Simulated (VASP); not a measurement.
# S (I4/mmm) in VASP: further runs

Runs on S. Level: LDA. Tasks: single point.

Everything below comes from runs of VASP 6.6.1. Logs are shortened: lines on timing, memory, paths and dates and some standing lists are left out, and cuts for length are marked.

## (1) The cell of the first run

The structure is tetragonal, space group I4/mmm (No. 139). The conventional cell has a = 2.820 Å, b = 2.820 Å, c = 4.049 Å, α = 90.00°, β = 90.00°, γ = 90.00°. Within 3.7 Å of S (site symmetry 4/mmm) lie 12 S at 2.82 to 2.84 Å.

This isn't the form of S at room conditions, which is orthorhombic, of S8 rings.

## (2) Single point, LDA (strain +0.000 along x and y, +0.015 along z)

INCAR reads:

```
SYSTEM = S
PREC = Accurate ; ENCUT = 520
EDIFF = 1E-7 ; ISMEAR = 0
SIGMA = 0.15 ; LREAL = .False.
LASPH = .True. ; NELM = 60
ALGO = Normal ; ISIF = 2
LWAVE = .False. ; LCHARG = .False.
GGA = CA ; NBANDS = 9
```

KPOINTS reads:

```
regular mesh
0
Gamma
  20 20 20
  0 0 0
```

POSCAR reads:

```
S
1.0
    0.0000000000      1.9943503440      2.0242655992
    1.9943503440      0.0000000000      2.0242655992
    1.9943503440      1.9943503440      0.0000000000
S
1
Direct
    0.0000000000      0.0000000000      0.0000000000
```

Potentials or basis: VASP PAW LDA potentials, release 64 (S).

On the command line:

```sh
> cat potpaw_LDA.64/S/POTCAR > POTCAR
> mpirun -np 1 vasp_std > vasp.out
```

OUTCAR:

```text
SYSTEM = S
   PREC = Accurate
   ENCUT = 520
   EDIFF = 1E-7
   ISMEAR = 0
   LREAL = .False.
   LASPH = .True.
   NELM = 60
   ISIF = 2
   GGA = CA

 ion  position               nearest neighbor table
   1  0.000  0.000  0.000-

  LATTYP: Found a body centered tetragonal cell.
 ALAT       =     2.8204373046
 C/A-ratio  =     1.4354267658

  Lattice vectors:

 A1 = (  -1.9943503440,   0.0000000000,   2.0242655992)
 A2 = (   1.9943503440,   0.0000000000,   2.0242655992)
 A3 = (   0.0000000000,   1.9943503440,  -2.0242655992)

Analysis of symmetry for initial positions (statically):
=====================================================================
 Subroutine PRICEL returns:
 Original cell was already a primitive cell.

 Routine SETGRP: Setting up the symmetry group for a
 body centered tetragonal supercell.

 Subroutine GETGRP returns: Found 16 space group operations
 (whereof 16 operations were pure point group operations)
 out of a pool of 16 trial point group operations.

The static configuration has the point symmetry D_4h.

Analysis of symmetry for dynamics (positions and initial velocities):
=====================================================================
 Subroutine PRICEL returns:
 Original cell was already a primitive cell.

 Routine SETGRP: Setting up the symmetry group for a
 body centered tetragonal supercell.

 Subroutine GETGRP returns: Found 16 space group operations
 (whereof 16 operations were pure point group operations)
 out of a pool of 16 trial point group operations.

The dynamic configuration has the point symmetry D_4h.

 Subroutine INISYM returns: Found 16 space group operations
 (whereof 16 operations are pure point group operations),
 and found     1 'primitive' translations

----------------------------------------------------------------------------------------

                                     Primitive cell

  volume of cell :      16.1028

  direct lattice vectors                    reciprocal lattice vectors
     0.000000000  1.994350344  2.024265599    -0.250708208  0.250708208  0.247003160
     1.994350344  0.000000000  2.024265599     0.250708208 -0.250708208  0.247003160
     1.994350344  1.994350344  0.000000000     0.250708208  0.250708208 -0.247003160

  length of vectors
     2.841669318  2.841669318  2.820437305     0.432110833  0.432110833  0.432110833

  position of ions in fractional coordinates (direct lattice)
     0.000000000  0.000000000  0.000000000

  ion indices of the primitive-cell ions
   primitive index   ion index
                 1           1

----------------------------------------------------------------------------------------

 KPOINTS: regular mesh

Automatic generation of k-mesh.
 Grid dimensions read from file:
 generate k-points for:   20   20   20

 Generating k-lattice:

  Cartesian coordinates                     Fractional coordinates (reciprocal lattice)
    -0.012535410  0.012535410  0.012350158     0.050000000  0.000000000  0.000000000
     0.012535410 -0.012535410  0.012350158     0.000000000  0.050000000  0.000000000
     0.012535410  0.012535410 -0.012350158    -0.000000000 -0.000000000  0.050000000

  Length of vectors
     0.021605542  0.021605542  0.021605542

  Shift w.r.t. Gamma in fractional coordinates (k-lattice)
     0.000000000  0.000000000  0.000000000

 Subroutine IBZKPT returns following result:
 ===========================================

 Found    641 irreducible k-points:

 Following reciprocal coordinates:
            Coordinates               Weight
  0.000000  0.000000  0.000000      1.000000
  0.050000  0.000000  0.000000      8.000000
  0.100000  0.000000  0.000000      8.000000
  0.150000  0.000000  0.000000      8.000000
  0.200000  0.000000  0.000000      8.000000
  0.250000  0.000000  0.000000      8.000000
[... 16 lines left out ...]
 -0.400000  0.050000  0.000000      8.000000
 -0.350000  0.050000  0.000000      8.000000
 [... further k-points ...]
   k-points           NKPTS =    641   k-points in BZ     NKDIM =    641   number of bands    NBANDS=      9
   number of dos      NEDOS =    301   number of ions     NIONS =      1
   total plane-waves  NPLWV =  13824
   dimension x,y,z NGX =    24 NGY =   24 NGZ =   24
   dimension x,y,z NGXF=    48 NGYF=   48 NGZF=   48
   ions per type =               1
   NGX,Y,Z   is equivalent  to a cutoff of  14.04, 14.04, 14.15 a.u.
   NGXF,Y,Z  is equivalent  to a cutoff of  28.08, 28.08, 28.29 a.u.
 SYSTEM =  S
   PREC   = accura    normal or accurate (medium, high low for compatibility)
   ISTART =      0    job   : 0-new  1-cont  2-samecut
   ICHARG =      2    charge: 1-file 2-atom 10-const
   ISPIN  =      1    spin polarized calculation?
   LNONCOLLINEAR =      F non collinear calculations
   LSORBIT =      F    spin-orbit coupling
   LASPH  =      T    aspherical Exc in radial PAW
   ENCUT  =  520.0 eV  38.22 Ry    6.18 a.u.   5.28  5.28  5.24*2*pi/ulx,y,z
   NELM   =     60;   NELMIN=  2; NELMDL= -5     # of ELM steps
   EDIFF  = 0.1E-06   stopping-criterion for ELM
   LREAL  =      F    real-space projection
   EDIFFG = 0.1E-05   stopping-criterion for IOM
   NSW    =      0    number of steps for IOM
   IBRION =     -1    ionic relax: 0-MD 1-quasi-New 2-CG
   NFREE  =      0    steps in history (QN), initial steepest desc. (CG)
   ISIF   =      2    stress and relaxation
   ISYM   =      2    0-nonsym 1-usesym 2-fastsym
   POTIM  = 0.5000    time-step for ionic-motion
   TEBEG  =    0.0;   TEEND  =   0.0 temperature during run
   PSTRESS=    0.0 pullay stress
   NELECT =       6.0000    total number of electrons
   NUPDOWN=      -1.0000    fix difference up-down
   EMIN   =  10.00;   EMAX   =-10.00  energy-range for DOS
   EFERMI =   0.00;   METHOD = LEGACY
   ISMEAR =     0;   SIGMA  =   0.15  broadening in eV -4-tet -1-fermi 0-gaus
   EFERMI_NEDOS =   21; number of points for ismear=-14 and -15
   IALGO  =     38    algorithm
   IMIX   =      4    mixing-type and parameters
     AMIX     =   0.40;   BMIX     =  1.00
     AMIX_MAG =   1.60;   BMIX_MAG =  1.00
  volume/ion in A,a.u.               =      16.10       108.67
  Fermi-wavevector in a.u.,A,eV,Ry     =   1.178036  2.226165 18.881731  1.387768
  Thomas-Fermi vector in A             =   2.314372
   LORBIT       =      0    0 simple, 1 ext, 2 COOP (PROOUT), +10 PAW based schemes
   GGA     = CA    functional components
   LHFCALC =     F    Hartree Fock is set to
   AEXX    =    0.0000 exact exchange contribution
   IVDW    =     0    specifies the selected vdW correction
   LEPSILON=     F    determine dielectric tensor
   LRPA    =     F    only Hartree local field effects (RPA)
 non-spin polarized calculation
 Gauss-broadening in eV      SIGMA  =   0.15
  energy-cutoff  :      520.00
  volume of cell :       16.10
 maximum number of plane-waves:       448
 NGX is ok and might be reduce to    24
   NGX = 11   NGY = 11   NGZ = 11

 number of electron       5.9999999 magnetization

 Free energy of the ion-electron system (eV)
  ---------------------------------------------------
  ext. energy  EPLUGINS =         0.00000000
  ---------------------------------------------------
  free energy    TOTEN  =        -3.66054878 eV

  energy without entropy =       -3.65104226  energy(sigma->0) =       -3.65579552

 E-fermi :   7.0951     XC(G=0): -11.2777

 val. band max:        7.0948254718   @ k =   0.3500   0.2500   0.0500
 cond. band min:       7.0955372739   @ k =   0.3500   0.3000   0.0500
 fundamental gap:      0.0007118021
 Fermi energy:         7.0951145435

 k-point     1 :       0.0000    0.0000    0.0000
  band No.  band energies     occupation
      1      -9.3975      2.00000
      2      10.1888      0.00000
      3      10.2021      0.00000
      4      10.2021      0.00000
      5      19.0738      0.00000
      6      19.2705      0.00000
      7      19.2705      0.00000
      8      21.0423      0.00000
      9      24.2686      0.00000

 k-point     2 :       0.0500    0.0000    0.0000
  band No.  band energies     occupation
      1      -9.3392      2.00000
      2       9.8643      0.00000
      3      10.1464      0.00000
      4      10.1620      0.00000
      5      19.0477      0.00000
      6      19.2753      0.00000
      7      19.3729      0.00000
      8      21.2401      0.00000
      9      24.0820      0.00000

 k-point     3 :       0.1000    0.0000    0.0000
  band No.  band energies     occupation
      1      -9.1650      2.00000
      2       8.9709      0.00000
      3      10.0164      0.00000
      4      10.0503      0.00000
      5      18.7211      0.00000
      6      19.5144      0.00000
      7      19.6461      0.00000
      8      21.8342      0.00000
      9      23.6637      0.00000

 k-point     4 :       0.1500    0.0000    0.0000
  band No.  band energies     occupation
      1      -8.8774      2.00000
      2       7.7288      0.00000
      3       9.8296      0.00000
      4       9.8894      0.00000
      5      18.2543      0.00000
      6      19.8045      0.00000
      7      19.9706      0.00000
      8      22.6983      0.00000
      9      23.3410      0.00000

 k-point     5 :       0.2000    0.0000    0.0000
  band No.  band energies     occupation
      1      -8.4810      2.00000
      2       6.3179      2.00000
      3       9.6165      0.00000
      4       9.7055      0.00000
      5      17.7848      0.00000
      6      19.8822      0.00000
      7      20.1194      0.00000
      8      23.3513      0.00000
      9      23.5443      0.00000

 k-point     6 :       0.2500    0.0000    0.0000
  band No.  band energies     occupation
      1      -7.9840      2.00000
      2       4.8586      2.00000
      3       9.4040      0.00000
      4       9.5221      0.00000
      5      17.3686      0.00000
      6      19.6452      0.00000
      7      19.9391      0.00000
      8      23.9545      0.00000
      9      24.0027      0.00000
[... 169 lines left out ...]
 k-point    21 :       0.5000    0.0500    0.0000
  band No.  band energies     occupation
      1      -5.3612      2.00000
      2      -0.1004      2.00000
      3       8.5485      0.00000
      4       8.9400      0.00000
      5      16.7106      0.00000
      6      18.0062      0.00000
      7      18.7795      0.00000
      8      24.4411      0.00000
      9      28.0443      0.00000

 k-point    22 :      -0.4500    0.0500    0.0000
  band No.  band energies     occupation
      1      -5.4292      2.00000
      2      -0.0010      2.00000
      3       8.4857      0.00000
      4       9.0211      0.00000
      5      16.7217      0.00000
      6      18.1168      0.00000
      7      18.7245      0.00000
      8      24.4435      0.00000
      9      28.0967      0.00000

 k-point    23 :      -0.4000    0.0500    0.0000
  band No.  band energies     occupation
      1      -5.8702      2.00000
      2       0.6751      2.00000
      3       8.4791      0.00000
      4       9.1420      0.00000
      5      16.7968      0.00000
      6      18.3634      0.00000
      7      18.8091      0.00000
      8      24.5377      0.00000
      9      26.9706      0.00000

 k-point    24 :      -0.3500    0.0500    0.0000
  band No.  band energies     occupation
      1      -6.4876      2.00000
      2       1.7253      2.00000
      3       8.5313      0.00000
      4       9.2958      0.00000
      5      16.9391      0.00000
      6      18.7273      0.00000
      7      19.0280      0.00000
      8      24.6208      0.00000
      9      25.7109      0.00000

 [... further k-points ...]

------------------------ aborting loop because EDIFF is reached ----------------------------------------

  FORCE on cell =-STRESS in cart. coord.  units (eV):
  Direction    XX          YY          ZZ          XY          YZ          ZX
  --------------------------------------------------------------------------------------
  -------------------------------------------------------------------------------------
  Total       -0.8083339     -0.8083339     -0.6774491      0.0000000      0.0000000      0.0000000
  in kB      -80.4268355    -80.4268355    -67.4041843      0.0000000      0.0000000      0.0000000
  external PRESSURE =     -76.0859518 kB  Pullay stress =       0.0000000 kB

 VOLUME and BASIS-vectors are now :
 -----------------------------------------------------------------------------
  energy-cutoff  :      520.00
  volume of cell :       16.10
      direct lattice vectors                 reciprocal lattice vectors
     0.000000000  1.994350344  2.024265599    -0.250708208  0.250708208  0.247003160
     1.994350344  0.000000000  2.024265599     0.250708208 -0.250708208  0.247003160
     1.994350344  1.994350344  0.000000000     0.250708208  0.250708208 -0.247003160

 POSITION                                       TOTAL-FORCE (eV/Angst)
 -----------------------------------------------------------------------------------
      0.00000      0.00000      0.00000         0.000000     -0.000000      0.000000
 -----------------------------------------------------------------------------------
    total drift:                                0.000000     -0.000000      0.000000

  FREE ENERGIE OF THE ION-ELECTRON SYSTEM (eV)
  ---------------------------------------------------
  free  energy   TOTEN  =        -3.6605487772 eV

  energy  without entropy=       -3.6510422612  energy(sigma->0) =       -3.65579552
```

It took 82 s on 1 thread of Intel Xeon 8259CL, shared host; peak memory 0.19 GiB.

Results:

| Property | Result |
| --- | --- |
| Free energy | -3.6605 eV |
| Pressure | -7.6 GPa |
| Band gap on the k mesh | zero (bands 3 and 4 overlap by 5.62 eV) |

Levels at points of the mesh, in eV from the Fermi level:
```csv
k point,band 1,band 2,band 3,band 4,band 5,band 6,band 7,band 8
"(0.00, 0.00, 0.00)",-16.49,3.09,3.11,3.11,11.98,12.18,12.18,13.95
"(0.50, 0.00, 0.00)",-12.47,-7.29,1.74,1.94,9.33,11.20,11.48,16.91
"(0.50, 0.50, 0.00)",-10.99,-6.38,-0.69,-0.69,5.48,6.01,21.84,23.13
"(0.50, 0.00, 0.50)",-10.81,-6.26,-0.95,-0.81,5.27,5.89,21.77,22.89
```

Caveat: the cell differs from its parent crystal (strain +0.000 along x and y, +0.015 along z); the cell stands under tension.

## (3) Single point, LDA (strain +0.000 along x and y, +0.030 along z)

INCAR reads:

```
PREC = Accurate
ENCUT = 520
EDIFF = 1E-6
ISMEAR = 0
SIGMA = 0.15
LREAL = F
LASPH = T
NELM = 80
ALGO = Normal
ISIF = 2
LWAVE = F
LCHARG = F
NBANDS = 9
```

KPOINTS reads:

```
regular mesh
0
Gamma
  20 20 20
```

POSCAR reads:

```
S
1.0
    0.0000000000      1.9943503440      2.0541808543
    1.9943503440      0.0000000000      2.0541808543
    1.9943503440      1.9943503440      0.0000000000
S
1
Direct
    0.0000000000      0.0000000000      0.0000000000
```

Potentials or basis: VASP PAW LDA potentials, release 64 (S).

On the command line:

```sh
> cat potpaw_LDA.64/S/POTCAR > POTCAR
> mpirun -np 1 vasp_std > vasp.out
```

Wall time 58 s (1 thread of Intel Xeon 8259CL, shared host); peak memory 0.19 GiB.

It converged, with:

```
Free energy            : -3.6505 eV
Pressure               : -8.6 GPa
Band gap on the k mesh : zero (bands 3 and 4 overlap by 5.52 eV)
```

Stress tensor (GPa, compression positive):
```
-9.42  0.00  0.00
 0.00 -9.42  0.00
 0.00  0.00 -6.94
```

Levels at points of the mesh, in eV from the Fermi level:
```tsv
k point	band 1	band 2	band 3	band 4	band 5	band 6	band 7
(0.00, 0.00, 0.00)	-16.35	3.00	3.03	3.03	11.84	12.23	12.23
(0.50, 0.00, 0.00)	-12.42	-7.16	1.59	1.99	9.23	11.10	11.62
(0.50, 0.50, 0.00)	-11.11	-6.34	-0.56	-0.56	5.65	6.14	21.75
(0.50, 0.00, 0.50)	-10.75	-6.12	-1.07	-0.79	5.23	5.91	21.58
```

Caveat: the cell differs from its parent crystal (strain +0.000 along x and y, +0.030 along z); the cell stands under tension.

## (4) Single point, LDA (strain +0.015 along x and y, +0.000 along z)

INCAR reads:

```
  PREC = Accurate
  ENCUT = 520
  EDIFF = 1E-7
  ISMEAR = 0
  SIGMA = 0.15
  LREAL = False
  LASPH = True
  NELM = 60
  ALGO = Normal
  ISIF = 2
  LWAVE = False
  LCHARG = False
  NBANDS = 9
```

KPOINTS reads:

```
Automatic mesh
0
Gamma
  20 20 20
```

POSCAR reads:

```
S
1.0
    0.0000000000      2.0242655992      1.9943503440
    2.0242655992      0.0000000000      1.9943503440
    2.0242655992      2.0242655992      0.0000000000
S
1
Direct
    0.0000000000      0.0000000000      0.0000000000
```

On the command line:

```sh
> cat potpaw_LDA.64/S/POTCAR > POTCAR
> mpirun -np 1 vasp_std > vasp.out
```

Run time: 76 s. Hardware: 1 thread of Intel Xeon 8259CL, shared host; peak memory 0.19 GiB.

The run converged. Its results:

| Property | Result |
| --- | --- |
| Free energy | -3.6484 eV |
| Pressure | -8.6 GPa |
| Band gap on the k mesh | zero (bands 3 and 4 overlap by 5.51 eV) |

Stress tensor (GPa, compression positive):
```
-8.19  0.00  0.00
 0.00 -8.19  0.00
 0.00  0.00 -9.39
```

Levels at points of the mesh, in eV from the Fermi level:
```tsv
k point	band 1	band 2	band 3	band 4	band 5	band 6
(0.00, 0.00, 0.00)	-16.35	3.02	3.02	3.03	12.04	12.04
(0.50, 0.00, 0.00)	-12.42	-7.16	1.70	1.89	9.29	11.18
(0.50, 0.50, 0.00)	-10.74	-6.11	-0.93	-0.93	5.24	5.91
(0.50, 0.00, 0.50)	-10.92	-6.23	-0.81	-0.67	5.44	6.03
```

Caveat: the cell differs from its parent crystal (strain +0.015 along x and y, +0.000 along z); the cell stands under tension.

## (5) Summary

```csv
cell,gap on the mesh (eV),pressure (GPa)
"a = 2.842, b = 2.842, c = 2.820 Å, angles 60.2, 60.2, 59.5°, 1 atom",none,-7.6
"a = 2.863, b = 2.863, c = 2.820 Å, angles 60.5, 60.5, 59.0°, 1 atom",none,-8.6
"a = 2.842, b = 2.842, c = 2.863 Å, angles 59.8, 59.8, 60.5°, 1 atom",none,-8.6
```

Alike in all rows: task single point; level LDA; potentials or basis VASP PAW LDA potentials, release 64 (S); no spin polarisation; k mesh 20 × 20 × 20; cutoff (eV) 520; smearing gaussian 0.15 eV.

Caveats: the cell stands under tension.

Total energies depend on the potentials used, so only differences within one code and one set of settings carry meaning.
